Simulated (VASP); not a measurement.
A run of VASP 6.6.1 is set up as follows.

The input INCAR:

```
ALGO = Normal ; EDIFF = 1E-6
ENCUT = 520 ; GGA = RE
ISIF = 2 ; ISMEAR = -1
LASPH = True ; LCHARG = True
LELF = True ; LREAL = False
LVHAR = True ; LWAVE = False
NBANDS = 14 ; NELM = 80
PREC = Accurate ; SIGMA = 0.05
```

File KPOINTS:

```
k-points
0
Gamma
  4 4 4
```

Contents of POSCAR:

```
NaI
1.0
    0.0000000000      3.2364000000      3.2364000000
    3.2364000000      0.0000000000      3.2364000000
    3.2364000000      3.2364000000      0.0000000000
I Na
1 1
Direct
    0.5000000000      0.5000000000      0.5000000000
    0.0000000000      0.0000000000      0.0000000000
```

Potentials or basis: VASP PAW PBE potentials, release 64 (I, Na_pv).

Launch:

```sh
$ cat potpaw_PBE.64/I/POTCAR potpaw_PBE.64/Na_pv/POTCAR > POTCAR
$ mpirun -np 1 vasp_std > vasp.out
```

(1) Estimate the band gap on the k mesh.

(2) Estimate the pressure.

Results:

(1) 3.86 eV, direct.

(2) 1.5 GPa.

Caveat: the k points lie up to 0.42 Å⁻¹ apart; the PAW data sets were made with another functional, which shifts forces and pressure a little; spin-orbit coupling is left out, which moves the levels of the heavy elements.
